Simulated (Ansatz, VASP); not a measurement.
# Mo in VASP and in Ansatz

```
Mo
1.0
    -1.58002    1.58002    1.58002
     1.58002   -1.58002    1.58002
     1.58002    1.58002   -1.58002
Mo
1
Direct
  0.00000 0.00000 0.00000
```

Alike in both runs: functional PBE; k mesh 16 × 16 × 16; occupations fermi-dirac, width 0.03 eV; no spin polarisation.

Ansatz relaxed the structure, and its values are those at the end. VASP's run is a single point on that final structure, the one shown.

|  | VASP | Ansatz |
| --- | --- | --- |
| version | VASP 6.6.1 | Ansatz 0.2.0 |
| potentials or method | VASP PAW PBE potentials, release 64 (Mo_sv) | PAW with Ansatz's default frozen-core files, scalar-relativistic |
| plane-wave cutoff (eV) | 520 | 420 |
| valence electrons in the cell | 14 | 14 |

|  | VASP | Ansatz | Ansatz less VASP |
| --- | --- | --- | --- |
| pressure (GPa) | 0.5 | 0.0 | -0.51 |
